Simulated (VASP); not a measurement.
# ZrC in VASP: notebook

Runs on ZrC. Level: PBE. Tasks: relaxation of cell and atoms, single point.

Program: VASP 6.6.1. These are calculated values, not measurements. Logs are shortened: lines on timing, memory, paths and dates and some standing lists are left out, and cuts for length are marked.

## (1) The cell of the first run

Symmetry: R3m, No. 160, trigonal system. The conventional cell has a = 3.634 Å, b = 3.634 Å, c = 8.969 Å, α = 90.00°, β = 90.00°, γ = 120.00°. Zr (site symmetry 3m) has 4 C at 2.23 Å within 3.0 Å. C (site symmetry 3m) has 4 Zr at 2.23 Å within 3.0 Å.

## (2) Relaxation of cell and atoms, PBE

INCAR

```
SYSTEM = ZrC
  ALGO = Normal
  EDIFF = 1E-6
  EDIFFG = -0.04
  ENCUT = 600
  GGA = PE
  IBRION = 2
  ISIF = 3
  ISMEAR = 0
  LASPH = .True.
  LCHARG = .False.
  LREAL = .False.
  LWAVE = .False.
  NELM = 60
  NSW = 90
  PREC = Accurate
  SIGMA = 0.1
```

KPOINTS

```
k-points
0
Gamma
  6 6 6
  0 0 0
```

POSCAR

```
ZrC
1.0
    1.8170000000      1.0490454400      2.9895352100
   -1.8170000000      1.0490454400      2.9895352100
    0.0000000000     -2.0980908800      2.9895352100
Zr C
1 1
Direct
    0.0000000000      0.0000000000      0.0000000000
    0.7512433800      0.7512433800      0.7512433800
```

Potentials or basis: VASP PAW PBE potentials, release 64 (Zr_sv, C).

On the command line:

```sh
$ cat potpaw_PBE.64/Zr_sv/POTCAR potpaw_PBE.64/C/POTCAR > POTCAR
$ mpirun -np 1 vasp_std > vasp.out
```

OUTCAR:

```text
SYSTEM = ZrC
   EDIFF = 1E-6
   EDIFFG = -0.04
   ENCUT = 600
   GGA = PE
   IBRION = 2
   ISIF = 3
   ISMEAR = 0
   LASPH = .True.
   LREAL = .False.
   NELM = 60
   NSW = 90
   PREC = Accurate

 ion  position               nearest neighbor table
   1  0.000  0.000  0.000-   2 2.23   2 2.23   2 2.23   2 2.23
   2  0.751  0.751  0.751-   1 2.23   1 2.23   1 2.23   1 2.23

  LATTYP: Found a trigonal (rhomboedric) cell.
 ALAT       =     3.6523014808
 COS(alpha) =     0.5049983894

  Lattice vectors:

 A1 = (   1.8170000000,   1.0490454400,   2.9895352100)
 A2 = (  -1.8170000000,   1.0490454400,   2.9895352100)
 A3 = (   0.0000000000,  -2.0980908800,   2.9895352100)

Analysis of symmetry for initial positions (statically):
=====================================================================
 Subroutine PRICEL returns:
 Original cell was already a primitive cell.

 Routine SETGRP: Setting up the symmetry group for a
 trigonal (rhombohedral) supercell.

 Subroutine GETGRP returns: Found  6 space group operations
 (whereof  6 operations were pure point group operations)
 out of a pool of 12 trial point group operations.

The static configuration has the point symmetry C_3v.

Analysis of symmetry for dynamics (positions and initial velocities):
=====================================================================
 Subroutine PRICEL returns:
 Original cell was already a primitive cell.

 Routine SETGRP: Setting up the symmetry group for a
 trigonal (rhombohedral) supercell.

 Subroutine GETGRP returns: Found  6 space group operations
 (whereof  6 operations were pure point group operations)
 out of a pool of 12 trial point group operations.

The dynamic configuration has the point symmetry C_3v.

 Subroutine INISYM returns: Found  6 space group operations
 (whereof  6 operations are pure point group operations),
 and found     1 'primitive' translations

----------------------------------------------------------------------------------------

                                     Primitive cell

  volume of cell :      34.1904

  direct lattice vectors                    reciprocal lattice vectors
     1.817000000  1.049045440  2.989535210     0.275178866  0.158874592  0.111500053
    -1.817000000  1.049045440  2.989535210    -0.275178866  0.158874592  0.111500053
     0.000000000 -2.098090880  2.989535210     0.000000000 -0.317749185  0.111500053

  length of vectors
     3.652301481  3.652301481  3.652301482     0.336744423  0.336744423  0.336744423

  position of ions in fractional coordinates (direct lattice)
     0.000000000  0.000000000  0.000000000
     0.751243380  0.751243380  0.751243380

  ion indices of the primitive-cell ions
   primitive index   ion index
                 1           1
                 2           2

----------------------------------------------------------------------------------------

 KPOINTS: k-points

Automatic generation of k-mesh.
 Grid dimensions read from file:
 generate k-points for:    6    6    6

 Generating k-lattice:

  Cartesian coordinates                     Fractional coordinates (reciprocal lattice)
     0.045863144  0.026479099  0.018583342     0.166666667  0.000000000  0.000000000
    -0.045863144  0.026479099  0.018583342     0.000000000  0.166666667  0.000000000
     0.000000000 -0.052958197  0.018583342     0.000000000  0.000000000  0.166666667

  Length of vectors
     0.056124070  0.056124070  0.056124070

  Shift w.r.t. Gamma in fractional coordinates (k-lattice)
     0.000000000  0.000000000  0.000000000

 Subroutine IBZKPT returns following result:
 ===========================================

 Found     32 irreducible k-points:

 Following reciprocal coordinates:
            Coordinates               Weight
  0.000000  0.000000  0.000000      1.000000
  0.166667 -0.000000 -0.000000      6.000000
  0.333333 -0.000000  0.000000      6.000000
  0.500000  0.000000  0.000000      3.000000
  0.166667  0.166667  0.000000      6.000000
  0.333333  0.166667  0.000000     12.000000
[... 16 lines left out ...]
  0.500000  0.500000  0.166667      6.000000
 -0.333333  0.500000  0.166667     12.000000
 [... further k-points ...]
   k-points           NKPTS =     32   k-points in BZ     NKDIM =     32   number of bands    NBANDS=     12
   number of dos      NEDOS =    301   number of ions     NIONS =      2
   total plane-waves  NPLWV =  27000
   dimension x,y,z NGX =    30 NGY =   30 NGZ =   30
   dimension x,y,z NGXF=    60 NGYF=   60 NGZF=   60
   ions per type =               1   1
   NGX,Y,Z   is equivalent  to a cutoff of  13.66, 13.66, 13.66 a.u.
   NGXF,Y,Z  is equivalent  to a cutoff of  27.31, 27.31, 27.31 a.u.
 SYSTEM =  ZrC
   PREC   = accura    normal or accurate (medium, high low for compatibility)
   ISTART =      0    job   : 0-new  1-cont  2-samecut
   ICHARG =      2    charge: 1-file 2-atom 10-const
   ISPIN  =      1    spin polarized calculation?
   LNONCOLLINEAR =      F non collinear calculations
   LSORBIT =      F    spin-orbit coupling
   LASPH  =      T    aspherical Exc in radial PAW
   ENCUT  =  600.0 eV  44.10 Ry    6.64 a.u.   7.29  7.29  7.29*2*pi/ulx,y,z
   NELM   =     60;   NELMIN=  2; NELMDL= -5     # of ELM steps
   EDIFF  = 0.1E-05   stopping-criterion for ELM
   LREAL  =      F    real-space projection
   EDIFFG = -.4E-01   stopping-criterion for IOM
   NSW    =     90    number of steps for IOM
   IBRION =      2    ionic relax: 0-MD 1-quasi-New 2-CG
   NFREE  =      1    steps in history (QN), initial steepest desc. (CG)
   ISIF   =      3    stress and relaxation
   ISYM   =      2    0-nonsym 1-usesym 2-fastsym
   POTIM  = 0.5000    time-step for ionic-motion
   TEBEG  =    0.0;   TEEND  =   0.0 temperature during run
   PSTRESS=    0.0 pullay stress
   NELECT =      16.0000    total number of electrons
   NUPDOWN=      -1.0000    fix difference up-down
   EMIN   =  10.00;   EMAX   =-10.00  energy-range for DOS
   EFERMI =   0.00;   METHOD = LEGACY
   ISMEAR =     0;   SIGMA  =   0.10  broadening in eV -4-tet -1-fermi 0-gaus
   EFERMI_NEDOS =   21; number of points for ismear=-14 and -15
   IALGO  =     38    algorithm
   IMIX   =      4    mixing-type and parameters
     AMIX     =   0.40;   BMIX     =  1.00
     AMIX_MAG =   1.60;   BMIX_MAG =  1.00
  volume/ion in A,a.u.               =      17.10       115.36
  Fermi-wavevector in a.u.,A,eV,Ry     =   1.271004  2.401849 21.979533  1.615450
  Thomas-Fermi vector in A             =   2.403960
   LORBIT       =      0    0 simple, 1 ext, 2 COOP (PROOUT), +10 PAW based schemes
   GGA     = PE    functional components
   LHFCALC =     F    Hartree Fock is set to
   AEXX    =    0.0000 exact exchange contribution
   IVDW    =     0    specifies the selected vdW correction
   LEPSILON=     F    determine dielectric tensor
   LRPA    =     F    only Hartree local field effects (RPA)
 conjugate gradient relaxation of ions
 non-spin polarized calculation
 Gauss-broadening in eV      SIGMA  =   0.10
  energy-cutoff  :      600.00
  volume of cell :       34.19
 maximum number of plane-waves:      1162
 NGX is ok and might be reduce to    30

--------------------------------------- Ionic step        1  -------------------------------------------

 number of electron      16.0000000 magnetization

 Free energy of the ion-electron system (eV)
  ---------------------------------------------------
  ext. energy  EPLUGINS =         0.00000000
  ---------------------------------------------------
  free energy    TOTEN  =       -18.22060670 eV

  energy without entropy =      -18.22060247  energy(sigma->0) =      -18.22060459

------------------------ aborting loop because EDIFF is reached ----------------------------------------

  FORCE on cell =-STRESS in cart. coord.  units (eV):
  Direction    XX          YY          ZZ          XY          YZ          ZX
  --------------------------------------------------------------------------------------
  -------------------------------------------------------------------------------------
  Total       -1.0467963     -1.0467963     -1.1736922      0.0000000      0.0000000     -0.0000000
  in kB      -49.0533439    -49.0533440    -54.9997436      0.0000000      0.0000000     -0.0000000
  external PRESSURE =     -51.0354772 kB  Pullay stress =       0.0000000 kB

 VOLUME and BASIS-vectors are now :
 -----------------------------------------------------------------------------
  energy-cutoff  :      600.00
  volume of cell :       34.19
      direct lattice vectors                 reciprocal lattice vectors
     1.817000000  1.049045440  2.989535210     0.275178866  0.158874592  0.111500053
    -1.817000000  1.049045440  2.989535210    -0.275178866  0.158874592  0.111500053
     0.000000000 -2.098090880  2.989535210     0.000000000 -0.317749185  0.111500053
[... 37 lines left out ...]
 POSITION                                       TOTAL-FORCE (eV/Angst)
 -----------------------------------------------------------------------------------
     -0.00000      0.00000      0.00240        -0.000000      0.000000      0.022485
     -0.00000      0.00000      6.54446         0.000000     -0.000000     -0.022485
 -----------------------------------------------------------------------------------
    total drift:                               -0.000000      0.000000     -0.000010

  FREE ENERGIE OF THE ION-ELECTRON SYSTEM (eV)
  ---------------------------------------------------
  free  energy   TOTEN  =       -18.2142007158 eV

  energy  without entropy=      -18.2141986261  energy(sigma->0) =      -18.21419967

--------------------------------------- Ionic step        3  -------------------------------------------

 number of electron      16.0000000 magnetization

 Free energy of the ion-electron system (eV)
  ---------------------------------------------------
  ext. energy  EPLUGINS =         0.00000000
  ---------------------------------------------------
  free energy    TOTEN  =       -18.24153350 eV

  energy without entropy =      -18.24153040  energy(sigma->0) =      -18.24153195

 E-fermi :   6.8324     XC(G=0): -10.6826

 val. band max:        6.5725044427   @ k =   0.5000   0.5000   0.0000
 cond. band min:       7.1081149132   @ k =  -0.3333   0.5000   0.1667
 fundamental gap:      0.5356104704
 Fermi energy:         6.8323828628

 k-point     1 :       0.0000    0.0000    0.0000
  band No.  band energies     occupation
      1     -41.3976      2.00000
      2     -19.3086      2.00000
      3     -19.3067      2.00000
      4     -19.3067      2.00000
      5      -3.2933      2.00000
      6       4.2485      2.00000
      7       4.2969      2.00000
      8       4.2969      2.00000
      9       9.6380      0.00000
     10       9.6380      0.00000
     11       9.9181      0.00000
     12      14.9445      0.00000

 k-point     2 :       0.1667   -0.0000   -0.0000
  band No.  band energies     occupation
      1     -41.3880      2.00000
      2     -19.4183      2.00000
      3     -19.3235      2.00000
      4     -19.3222      2.00000
      5      -2.9466      2.00000
      6       3.9374      2.00000
      7       4.4608      2.00000
      8       4.4975      2.00000
      9       9.4064      0.00000
     10       9.4220      0.00000
     11      10.9547      0.00000
     12      14.4027      0.00000
[... 316 lines left out ...]
 k-point    24 :      -0.3333    0.5000    0.1667
  band No.  band energies     occupation
      1     -41.3463      2.00000
      2     -19.6684      2.00000
      3     -19.5187      2.00000
      4     -19.4635      2.00000
      5      -1.6100      2.00000
      6       3.5591      2.00000
      7       5.6869      2.00000
      8       6.5277      1.99998
      9       7.1081      0.00010
     10       9.7754      0.00000
     11      11.1299      0.00000
     12      12.2016      0.00000

 [... further k-points ...]

------------------------ aborting loop because EDIFF is reached ----------------------------------------

  FORCE on cell =-STRESS in cart. coord.  units (eV):
  Direction    XX          YY          ZZ          XY          YZ          ZX
  --------------------------------------------------------------------------------------
  -------------------------------------------------------------------------------------
  Total        0.0285171      0.0285171     -0.0666151      0.0000000      0.0000000     -0.0000000
  in kB        1.3872998      1.3872998     -3.2406882      0.0000000      0.0000000     -0.0000000
  external PRESSURE =      -0.1553629 kB  Pullay stress =       0.0000000 kB

 VOLUME and BASIS-vectors are now :
 -----------------------------------------------------------------------------
  energy-cutoff  :      600.00
  volume of cell :       32.93
      direct lattice vectors                 reciprocal lattice vectors
     1.795343059  1.036541799  2.949583267     0.278498306  0.160791072  0.113010315
    -1.795343059  1.036541799  2.949583267    -0.278498306  0.160791072  0.113010315
    -0.000000000 -2.073083599  2.949583267     0.000000000 -0.321582143  0.113010315

 POSITION                                       TOTAL-FORCE (eV/Angst)
 -----------------------------------------------------------------------------------
     -0.00000      0.00000      0.00111        -0.000000      0.000000      0.037994
     -0.00000      0.00000      6.64645         0.000000     -0.000000     -0.037994
 -----------------------------------------------------------------------------------
    total drift:                                0.000000      0.000000     -0.000068

  FREE ENERGIE OF THE ION-ELECTRON SYSTEM (eV)
  ---------------------------------------------------
  free  energy   TOTEN  =       -18.2415335033 eV

  energy  without entropy=      -18.2415303960  energy(sigma->0) =      -18.24153195

 reached required accuracy - stopping structural energy minimisation
```

Run time: 24 s. Hardware: 1 thread of AMD EPYC 9R45 (Zen 5), shared host; peak memory 0.16 GiB.

What came out:

| Property | Result |
| --- | --- |
| Free energy | -18.2415 eV |
| Relaxed volume | 16.47 Å³/atom |
| Relaxed cell | a = 3.605 Å, b = 3.605 Å, c = 3.605 Å, α = 59.73°, β = 59.73°, γ = 59.73° |
| Space group after relaxing (to 0.1 Å) | F-43m (No. 216) |
| Energy gained by relaxing | 10.5 meV/atom |
| Ionic steps | 3 |
| Pressure after relaxing | 0.0 GPa |
| Largest force after relaxing | 0.038 eV/Å |
| Band gap on the k mesh | 0.54 eV (least direct gap 0.58 eV) |

Forces in eV/Å, atoms in the order of the input:
```
Zr   0.000  0.000  0.038
C    0.000  0.000 -0.038
```

The path:
| step | energy change (eV) | largest force (eV/Å) | pressure (GPa) | volume (Å³) |
| --- | --- | --- | --- | --- |
| 1 | 0.0000 | 0.0512 | -5.10 | 34.19 |
| 2 | 0.0064 | 0.0225 | 6.69 | 31.57 |
| 3 | -0.0209 | 0.0380 | -0.02 | 32.93 |

Final structure:
```
Zr C
1.0
     1.79534    1.03654    2.94958
    -1.79534    1.03654    2.94958
     0.00000   -2.07308    2.94958
Zr C
1 1
Cartesian
  0.0000 0.0000 0.0011
  0.0000 0.0000 6.6465
```

Levels at points of the mesh, in eV from the valence-band top:
```tsv
k point	band 4	band 5	band 6	band 7	band 8	band 9	band 10	band 11	band 12
(0.00, 0.00, 0.00)	-25.88	-9.87	-2.32	-2.28	-2.28	3.07	3.07	3.35	8.37
(0.50, 0.00, 0.00)	-25.94	-8.63	-2.31	-1.71	-1.70	3.66	3.74	3.79	6.55
(0.50, 0.50, 0.00)	-26.03	-8.20	-3.65	-0.02	0.00	0.64	4.46	4.60	5.18
(0.50, 0.50, 0.50)	-25.94	-8.62	-2.35	-1.67	-1.67	3.67	3.74	3.74	6.55
```

A k mesh can miss the band edges.

## (3) Single point, PBE

This run uses another cell than the first one: it holds 8 atoms, not 2.

INCAR

```
SYSTEM = ZrC
PREC = Accurate
ENCUT = 520
EDIFF = 1E-7
ISMEAR = 0
SIGMA = 0.1
LREAL = .FALSE.
LASPH = .TRUE.
NELM = 60
ALGO = Normal
ISIF = 2
LWAVE = .FALSE.
LCHARG = .TRUE.
GGA = PE
LELF = .TRUE.
LVHAR = .TRUE.
NBANDS = 42
```

KPOINTS

```
regular mesh
0
G
  4 2 2
  0 0 0
```

POSCAR

```
ZrC
1.0
   -2.5455212131      0.0000000000     -2.5455212131
   -2.5455212131     -5.0910424262      2.5455212131
   -2.5455212131      5.0910424262      2.5455212131
Zr C
4 4
Direct
    0.0000000000      0.7500000000      0.2500000000
    0.5000000000      0.2500000000      0.2500000000
    0.5000000000      0.7500000000      0.7500000000
    0.0000000000      0.2500000000      0.7500000000
    0.5000000000      0.8750000000      0.1250000000
    0.0000000000      0.3750000000      0.1250000000
    0.0000000000      0.8750000000      0.6250000000
    0.5000000000      0.3750000000      0.6250000000
```

Potentials or basis: VASP PAW PBE potentials, release 64 (Zr_sv, C).

On the command line:

```sh
$ cat potpaw_PBE.64/Zr_sv/POTCAR potpaw_PBE.64/C/POTCAR > POTCAR
$ mpirun -np 1 vasp_std > vasp.out
```

Wall time 34 s (1 thread of AMD EPYC 9R45 (Zen 5), shared host); peak memory 0.21 GiB.

The run converged, but its numbers aren't listed here, since they failed a check.

Caveat: the k points lie up to 0.53 Å⁻¹ apart.

## (4) Single point, PBE

This run uses another cell than the first one: it holds 8 atoms, not 2.

INCAR

```
SYSTEM = ZrC
PREC = Accurate
ENCUT = 520
EDIFF = 1E-6
ISMEAR = 0
SIGMA = 0.1
LREAL = .FALSE.
LASPH = .TRUE.
NELM = 80
ALGO = Normal
ISIF = 2
LWAVE = .FALSE.
LCHARG = .FALSE.
GGA = PE
NBANDS = 42
```

KPOINTS is that of step 3.

POSCAR

```
ZrC
1.0
   -2.5266963320      0.0002182257     -2.5239115990
   -2.5198939122     -5.1622966025      2.5175384077
   -2.5268248271      5.1734021870      2.5235837182
Zr C
4 4
Direct
    0.0001582951      0.7498414635      0.2505215846
    0.5001664728      0.2498471214      0.2503275940
    0.4999262485      0.7500568681      0.7505499155
   -0.0003257890      0.2499996514      0.7502826550
    0.5002869282      0.8750789270      0.1248465468
    0.0002788666      0.3748222023      0.1243134480
   -0.0001000652      0.8750483889      0.6245612616
    0.4996090430      0.3753053774      0.6245969945
```

On the command line:

```sh
$ cat potpaw_PBE.64/Zr_sv/POTCAR potpaw_PBE.64/C/POTCAR > POTCAR
$ mpirun -np 1 vasp_std > vasp.out
```

It took 42 s on 1 thread of AMD EPYC 9R45 (Zen 5), shared host; peak memory 0.22 GiB.

The run converged. Its results:

```yaml
Free_energy: -73.0076 eV
Pressure: 0.1 GPa
Largest_force: 0.010 eV/Å
Band_gap_on_the_k_mesh: 0.48 eV
```

Forces in eV/Å, atoms in the order of the input:
```
Zr   0.004 -0.003 -0.007
Zr  -0.002 -0.001  0.004
Zr   0.003  0.000  0.001
Zr   0.000  0.002 -0.003
C    0.005 -0.003 -0.001
C   -0.005  0.001  0.008
C   -0.006  0.002  0.004
C    0.001  0.001 -0.005
```

Stress tensor (GPa, compression positive):
```
 0.08  0.06 -0.02
 0.06  0.18 -0.05
-0.02 -0.05  0.13
```

Levels at points of the mesh, in eV from the valence-band top:
```csv
k point,band 28,band 29,band 30,band 31,band 32,band 33,band 34,band 35,band 36,band 37
"(0.00, 0.00, 0.00)",-1.81,-1.68,-1.68,-0.02,0.00,0.48,2.86,3.12,3.32,3.54
"(0.50, 0.00, 0.00)",-1.48,-1.39,-1.39,-0.28,-0.28,0.57,0.57,2.37,2.37,3.05
"(0.00, 0.50, 0.00)",-1.92,-1.31,-1.31,-0.93,-0.93,1.50,1.50,2.70,2.70,2.82
"(0.50, 0.50, 0.00)",-1.33,-1.03,-1.03,-1.02,-1.02,1.53,1.53,1.54,1.54,3.76
"(0.00, 0.00, 0.50)",-1.92,-1.32,-1.32,-0.94,-0.94,1.51,1.51,2.71,2.71,2.81
"(0.50, 0.00, 0.50)",-1.33,-1.03,-1.03,-1.03,-1.03,1.53,1.54,1.54,1.54,3.73
"(0.00, 0.50, 0.50)",-1.44,-1.42,-1.42,-1.38,-1.38,1.11,1.11,2.36,2.36,3.22
"(0.50, 0.50, 0.50)",-1.68,-0.15,-0.15,-0.05,-0.04,0.64,0.64,3.57,3.58,3.64
```

Caveat: the k points lie up to 0.54 Å⁻¹ apart.

(Continued in part 2 of 2.)
